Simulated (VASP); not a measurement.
# Fe (Im-3m) in VASP: further runs

Fe is run at these levels: PBE; tasks: single point.

Everything below comes from runs of VASP 6.6.1. Logs are shortened: lines on timing, memory, paths and dates and some standing lists are left out, and cuts for length are marked.

## Step 1: The cell of the first run

Symmetry: Im-3m, No. 229, cubic system. The conventional cell has a = 2.831 Å, b = 2.831 Å, c = 2.831 Å, α = 90.00°, β = 90.00°, γ = 90.00°. Within 3.2 Å of Fe (site symmetry m-3m) lie 14 Fe at 2.45 to 2.83 Å.

## Step 2: Single point, PBE, collinear spin, ferromagnetic start

The input, INCAR:

```
SYSTEM = Fe
ALGO = Normal ; EDIFF = 1E-7
ENCUT = 520 ; GGA = PE
ISIF = 2 ; ISMEAR = -1
ISPIN = 2 ; LASPH = .TRUE.
LCHARG = .TRUE. ; LELF = .TRUE.
LMAXMIX = 4 ; LORBIT = 11
LREAL = .FALSE. ; LVHAR = .TRUE.
LWAVE = .FALSE. ; MAGMOM = 2.5 2.5 2.5
NBANDS = 23 ; NELM = 150
PREC = Accurate ; SIGMA = 0.1
```

The input, KPOINTS:

```
k-points
0
G
  11 11 15
  0 0 0
```

The input, POSCAR:

```
Fe
1.0
    0.0000000000      2.8313533341     -2.8313533341
   -2.8313533341      0.0000000000      2.8313533341
    1.4156766670      1.4156766670      1.4156766670
Fe
3
Direct
    0.0000000000      0.0000000000      0.0000000000
    0.3333333330      0.6666666670      0.3333333330
    0.6666666670      0.3333333330      0.6666666670
```

Potentials or basis: VASP PAW PBE potentials, release 64 (Fe).

Launch:

```
> cat potpaw_PBE.64/Fe/POTCAR > POTCAR
> mpirun -np 1 vasp_std > vasp.out
```

OUTCAR:

```text
SYSTEM = Fe
   EDIFF = 1E-7
   ENCUT = 520
   GGA = PE
   ISIF = 2
   ISMEAR = -1
   ISPIN = 2
   LASPH = .TRUE.
   LORBIT = 11
   LREAL = .FALSE.
   NELM = 150
   PREC = Accurate

 ion  position               nearest neighbor table
   1  0.000  0.000  0.000-   2 2.45   3 2.45   3 2.45   2 2.45   3 2.45   2 2.45   3 2.83   2 2.83
                             3 2.83   3 2.83   2 2.83   2 2.83
   2  0.333  0.667  0.333-   1 2.45   3 2.45   3 2.45   1 2.45   1 2.45   3 2.45   3 2.83   3 2.83
                             1 2.83   1 2.83   1 2.83   3 2.83
   3  0.667  0.333  0.667-   1 2.45   2 2.45   2 2.45   1 2.45   1 2.45   2 2.45   2 2.83   2 2.83
                             1 2.83   1 2.83   1 2.83   2 2.83

  LATTYP: Found a hexagonal cell.
 ALAT       =     4.0041382850
 C/A-ratio  =     0.6123724357

  Lattice vectors:

 A1 = (   0.0000000000,   2.8313533341,  -2.8313533341)
 A2 = (  -2.8313533341,   0.0000000000,   2.8313533341)
 A3 = (   1.4156766670,   1.4156766670,   1.4156766670)

Analysis of symmetry for initial positions (statically):
=====================================================================
 Subroutine PRICEL returns following result:

  LATTYP: Found a body centered cubic cell.
 ALAT       =     2.8313533322

  Lattice vectors:

 A1 = (  -1.4156766699,   1.4156766642,  -1.4156766642)
 A2 = (  -1.4156766656,  -1.4156766656,   1.4156766657)
 A3 = (   1.4156766670,   1.4156766670,   1.4156766670)

   3 primitive cells build up your supercell.

 Routine SETGRP: Setting up the symmetry group for a
 hexagonal supercell.

 Subroutine GETGRP returns: Found 12 space group operations
 (whereof 12 operations were pure point group operations)
 out of a pool of 24 trial point group operations.

The static configuration has the point symmetry D_3d.

Analysis of symmetry for dynamics (positions and initial velocities):
=====================================================================
 Subroutine PRICEL returns following result:

  LATTYP: Found a body centered cubic cell.
 ALAT       =     2.8313533322

  Lattice vectors:

 A1 = (  -1.4156766699,   1.4156766642,  -1.4156766642)
 A2 = (  -1.4156766656,  -1.4156766656,   1.4156766657)
 A3 = (   1.4156766670,   1.4156766670,   1.4156766670)

   3 primitive cells build up your supercell.

 Routine SETGRP: Setting up the symmetry group for a
 hexagonal supercell.

 Subroutine GETGRP returns: Found 12 space group operations
 (whereof 12 operations were pure point group operations)
 out of a pool of 24 trial point group operations.

The dynamic configuration has the point symmetry D_3d.

Analysis of structural, dynamic, and magnetic symmetry:
=====================================================================
 Subroutine PRICEL returns following result:

  LATTYP: Found a body centered cubic cell.
 ALAT       =     2.8313533322

  Lattice vectors:

 A1 = (  -1.4156766699,   1.4156766642,  -1.4156766642)
 A2 = (  -1.4156766656,  -1.4156766656,   1.4156766657)
 A3 = (   1.4156766670,   1.4156766670,   1.4156766670)

   3 primitive cells build up your supercell.

 Routine SETGRP: Setting up the symmetry group for a
 hexagonal supercell.

 Subroutine GETGRP returns: Found 12 space group operations
 (whereof 12 operations were pure point group operations)
 out of a pool of 24 trial point group operations.

The overall configuration has the point symmetry D_3d.

 Subroutine INISYM returns: Found 12 space group operations
 (whereof 12 operations are pure point group operations),
 and found     3 'primitive' translations

----------------------------------------------------------------------------------------

                                     Primitive cell

  volume of cell :      11.3489

  direct lattice vectors                    reciprocal lattice vectors
    -1.415676670  1.415676664 -1.415676664    -0.353187992  0.353187992  0.000000000
    -1.415676666 -1.415676666  1.415676666    -0.353187992 -0.000000001  0.353187993
     1.415676667  1.415676667  1.415676667     0.000000000  0.353187992  0.353187992

  length of vectors
     2.452023913  2.452023912  2.452023914     0.499483249  0.499483249  0.499483249

  position of ions in fractional coordinates (direct lattice)
     0.000000000  0.000000000  0.000000000

  ion indices of the primitive-cell ions
   primitive index   ion index
                 1           1

----------------------------------------------------------------------------------------

 KPOINTS: k-points

Automatic generation of k-mesh.
 Grid dimensions read from file:
 generate k-points for:   11   11   15

 Generating k-lattice:

  Cartesian coordinates                     Fractional coordinates (reciprocal lattice)
    -0.010702666  0.021405333 -0.010702666     0.090909091  0.000000000  0.000000000
    -0.021405333  0.010702666  0.010702666     0.000000000  0.090909091  0.000000000
     0.015697244  0.015697244  0.015697244     0.000000000  0.000000000  0.066666667

  Length of vectors
     0.026216072  0.026216072  0.027188424

  Shift w.r.t. Gamma in fractional coordinates (k-lattice)
     0.000000000  0.000000000  0.000000000

 Subroutine IBZKPT returns following result:
 ===========================================

 Found    198 irreducible k-points:

 Following reciprocal coordinates:
            Coordinates               Weight
  0.000000  0.000000  0.000000      1.000000
  0.090909  0.000000  0.000000      6.000000
  0.181818  0.000000  0.000000      6.000000
  0.272727  0.000000  0.000000      6.000000
  0.363636  0.000000  0.000000      6.000000
  0.454545  0.000000  0.000000      6.000000
[... 16 lines left out ...]
  0.000000  0.272727  0.066667      6.000000
  0.363636  0.000000  0.066667      6.000000
 [... further k-points ...]
   k-points           NKPTS =    198   k-points in BZ     NKDIM =    198   number of bands    NBANDS=     23
   number of dos      NEDOS =    301   number of ions     NIONS =      3
   total plane-waves  NPLWV =  16200
   dimension x,y,z NGX =    30 NGY =   30 NGZ =   18
   dimension x,y,z NGXF=    60 NGYF=   60 NGZF=   36
   ions per type =               3
   NGX,Y,Z   is equivalent  to a cutoff of  12.46, 12.46, 12.20 a.u.
   NGXF,Y,Z  is equivalent  to a cutoff of  24.91, 24.91, 24.41 a.u.
 SYSTEM =  Fe
   PREC   = accura    normal or accurate (medium, high low for compatibility)
   ISTART =      0    job   : 0-new  1-cont  2-samecut
   ICHARG =      2    charge: 1-file 2-atom 10-const
   ISPIN  =      2    spin polarized calculation?
   LNONCOLLINEAR =      F non collinear calculations
   LSORBIT =      F    spin-orbit coupling
   LASPH  =      T    aspherical Exc in radial PAW
   ENCUT  =  520.0 eV  38.22 Ry    6.18 a.u.   7.45  7.45  4.56*2*pi/ulx,y,z
   NELM   =    150;   NELMIN=  2; NELMDL= -5     # of ELM steps
   EDIFF  = 0.1E-06   stopping-criterion for ELM
   LREAL  =      F    real-space projection
   EDIFFG = 0.1E-05   stopping-criterion for IOM
   NSW    =      0    number of steps for IOM
   IBRION =     -1    ionic relax: 0-MD 1-quasi-New 2-CG
   NFREE  =      0    steps in history (QN), initial steepest desc. (CG)
   ISIF   =      2    stress and relaxation
   ISYM   =      2    0-nonsym 1-usesym 2-fastsym
   POTIM  = 0.5000    time-step for ionic-motion
   TEBEG  =    0.0;   TEEND  =   0.0 temperature during run
   PSTRESS=    0.0 pullay stress
   NELECT =      24.0000    total number of electrons
   NUPDOWN=      -1.0000    fix difference up-down
   EMIN   =  10.00;   EMAX   =-10.00  energy-range for DOS
   EFERMI =   0.00;   METHOD = LEGACY
   ISMEAR =    -1;   SIGMA  =   0.10  broadening in eV -4-tet -1-fermi 0-gaus
   EFERMI_NEDOS =   21; number of points for ismear=-14 and -15
   IALGO  =     38    algorithm
   IMIX   =      4    mixing-type and parameters
     AMIX     =   0.40;   BMIX     =  1.00
     AMIX_MAG =   1.60;   BMIX_MAG =  1.00
  volume/ion in A,a.u.               =      11.35        76.59
  Fermi-wavevector in a.u.,A,eV,Ry     =   1.456982  2.753296 28.882387  2.122796
  Thomas-Fermi vector in A             =   2.573836
   LORBIT       =     11    0 simple, 1 ext, 2 COOP (PROOUT), +10 PAW based schemes
   GGA     = PE    functional components
   LHFCALC =     F    Hartree Fock is set to
   AEXX    =    0.0000 exact exchange contribution
   IVDW    =     0    specifies the selected vdW correction
   LEPSILON=     F    determine dielectric tensor
   LRPA    =     F    only Hartree local field effects (RPA)
 spin polarized calculation
  energy-cutoff  :      520.00
  volume of cell :       34.05
 maximum number of plane-waves:       939
 NGX is ok and might be reduce to    30
   NGX = 15   NGY = 15   NGZ =  9

 number of electron      23.9999985 magnetization       6.5474180

 Free energy of the ion-electron system (eV)
  ---------------------------------------------------
  ext. energy  EPLUGINS =         0.00000000
  ---------------------------------------------------
  free energy    TOTEN  =       -24.77634775 eV

  energy without entropy =      -24.68315872  energy(sigma->0) =      -24.72975323

 E-fermi :   5.8478     XC(G=0): -13.1228

 val. band max:        5.8476647366   @ k =   0.3636   0.2727   0.0667
 cond. band min:       5.8485940865   @ k =   0.3636   0.1818   0.0667
 fundamental gap:      0.0009293500
 Fermi energy:         5.8478343330

 spin component 1

 k-point     1 :       0.0000    0.0000    0.0000
  band No.  band energies     occupation
      1      -2.6043      1.00000
      2       2.1555      1.00000
      3       2.1555      1.00000
      4       2.7277      1.00000
      5       2.7277      1.00000
      6       2.7277      1.00000
[... 613 lines left out ...]
     22      22.8709      0.00000
     23      23.7748      0.00000

 [... further k-points ...]

 spin component 2

 k-point     1 :       0.0000    0.0000    0.0000
  band No.  band energies     occupation
      1      -2.4373      1.00000
      2       3.6691      1.00000
      3       3.6691      1.00000
      4       4.2226      1.00000
      5       4.2226      1.00000
      6       4.2227      1.00000
[... 613 lines left out ...]
     22      23.2757      0.00000
     23      24.3698      0.00000

 [... further k-points ...]
[... 5 lines left out ...]
  --------------------------------------------------------------------------------------
  -------------------------------------------------------------------------------------
  Total        0.0168849      0.0168849      0.0168849     -0.0034175     -0.0034175     -0.0034175
  in kB        0.7945763      0.7945763      0.7945763     -0.1608232     -0.1608232     -0.1608232
  external PRESSURE =       0.7945763 kB  Pullay stress =       0.0000000 kB

 VOLUME and BASIS-vectors are now :
 -----------------------------------------------------------------------------
  energy-cutoff  :      520.00
  volume of cell :       34.05
      direct lattice vectors                 reciprocal lattice vectors
     0.000000000  2.831353334 -2.831353334    -0.117729331  0.235458662 -0.117729331
    -2.831353334  0.000000000  2.831353334    -0.235458662  0.117729331  0.117729331
     1.415676667  1.415676667  1.415676667     0.235458662  0.235458662  0.235458662

 POSITION                                       TOTAL-FORCE (eV/Angst)
 -----------------------------------------------------------------------------------
      0.00000      0.00000      0.00000         0.000000      0.000000      0.000000
     -1.41568      1.41568      1.41568         0.000000      0.000000      0.000000
      0.00000      2.83135     -0.00000        -0.000000     -0.000000     -0.000000
 -----------------------------------------------------------------------------------
    total drift:                                0.000000     -0.000000     -0.000000

  FREE ENERGIE OF THE ION-ELECTRON SYSTEM (eV)
  ---------------------------------------------------
  free  energy   TOTEN  =       -24.7763477521 eV

  energy  without entropy=      -24.6831587154  energy(sigma->0) =      -24.72975323

 total charge

# of ion       s       p       d       tot
------------------------------------------
    1        0.488   0.542   6.241   7.270
    2        0.488   0.542   6.241   7.270
    3        0.488   0.542   6.241   7.270
--------------------------------------------------
tot          1.463   1.625  18.723  21.811

 magnetization (x)

# of ion       s       p       d       tot
------------------------------------------
    1       -0.013  -0.055   2.248   2.180
    2       -0.013  -0.055   2.248   2.180
    3       -0.013  -0.055   2.248   2.180
--------------------------------------------------
tot         -0.039  -0.165   6.743   6.539
```

Run time: 3.9 min. Hardware: 1 thread of Intel Xeon 6975P-C, shared host; peak memory 0.31 GiB.

What came out:

* Free energy: -24.7763 eV
* Pressure: 0.1 GPa
* Net moment: 6.55 μB per cell
* Site moments: Fe +2.18 μB
* Valence electrons inside the program's atomic spheres: Fe 7.27

Levels at points of the mesh, in eV from the Fermi level:
Spin up:
| k point | band 13 | band 14 | band 15 | band 16 | band 17 | band 18 |
| --- | --- | --- | --- | --- | --- | --- |
| (0.00, 0.00, 0.00) | -0.80 | -0.80 | -0.80 | -0.80 | 6.79 | 6.79 |
Spin down:
```tsv
k point	band 6	band 7	band 8	band 9	band 10	band 11	band 12	band 13
(0.00, 0.00, 0.00)	-1.63	-1.63	-0.41	-0.41	-0.41	1.64	1.64	1.69
```

## Step 3: Single point, PBE, collinear spin, ferromagnetic start

The input, INCAR:

```
  ALGO = Normal
  EDIFF = 1E-6
  ENCUT = 520
  GGA = PE
  ISIF = 2
  ISMEAR = -1
  ISPIN = 2
  LASPH = T
  LCHARG = F
  LMAXMIX = 4
  LORBIT = 11
  LREAL = F
  LWAVE = F
  MAGMOM = 2.5 2.5 2.5
  NBANDS = 23
  NELM = 150
  PREC = Accurate
  SIGMA = 0.1
```

The input, KPOINTS:

```
k-points
0
Gamma
  11 11 15
```

POSCAR is that of step 2.

Potentials or basis: VASP PAW PBE potentials, release 64 (Fe).

Launch:

```
> cat potpaw_PBE.64/Fe/POTCAR > POTCAR
> mpirun -np 1 vasp_std > vasp.out
```

Run time: 3.2 min. Hardware: 1 thread of Intel Xeon 6975P-C, shared host; peak memory 0.32 GiB.

It converged, with:

| Quantity | Value |
| --- | --- |
| Free energy | -24.7763 eV |
| Pressure | 0.0 GPa |
| Net moment | 6.55 μB per cell |
| Site moments | Fe +2.18 μB |
| Valence electrons inside the program's atomic spheres | Fe 7.27 |

Levels at points of the mesh, in eV from the Fermi level:
Spin up:
| k point | band 11 | band 12 | band 13 | band 14 | band 15 | band 16 | band 17 | band 18 | band 19 | band 20 |
| --- | --- | --- | --- | --- | --- | --- | --- | --- | --- | --- |
| (0.00, 0.00, 0.00) | -1.10 | -1.10 | -0.80 | -0.80 | -0.80 | -0.80 | 6.79 | 6.79 | 6.79 | 6.79 |
Spin down:
```
           k point  band 5  band 6  band 7  band 8  band 9  band 10  band 11  band 12  band 13  band 14
(0.00, 0.00, 0.00)   -1.63   -1.63   -1.63   -0.41   -0.41    -0.41     1.64     1.64     1.69     1.69
```
